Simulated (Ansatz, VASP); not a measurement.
**NaB4 in VASP and in Ansatz**

```
Na B
1.0
     3.03012    0.00000    0.00000
    -1.51506    2.62416    0.00000
     0.00000    0.00000    6.71765
Na B
1 4
Direct
  0.00000 0.00000 0.00000
  0.00000 0.00000 0.63404
  0.00000 0.00000 0.36596
  0.33333 0.66667 0.65067
  0.66667 0.33333 0.34933
```

Alike in both runs: functional PBE; k mesh 5 × 5 × 3; occupations gaussian, width 0.2 eV; no spin polarisation.

Ansatz relaxed the structure, and its values are those at the end. VASP's run is a single point on that final structure, the one shown.

|  | VASP | Ansatz |
| --- | --- | --- |
| version | VASP 6.6.1 | Ansatz 0.2.0 |
| potentials or method | VASP PAW PBE potentials, release 64 (Na_pv, B), cutoff 500 eV | scalar-relativistic, plane waves, PAW |
| valence electrons in the cell | 19 | 21 |

|  | VASP | Ansatz | Ansatz less VASP |
| --- | --- | --- | --- |
| gap on the k mesh at the Fermi level (eV) | none | none | - |
| pressure (GPa) | 0.1 | 0.0 | -0.06 |
| rms of the force components (eV/Å) | 0.018 | 0.017 | -0.0011 |

A gap of «none» marks a metal or a gap that the smearing closes. VASP's potentials hold 19 valence electrons a cell and Ansatz's 21, so a difference there can come from the potentials and not from the codes.

The k mesh is coarse, so the values compare programs but aren't converged.
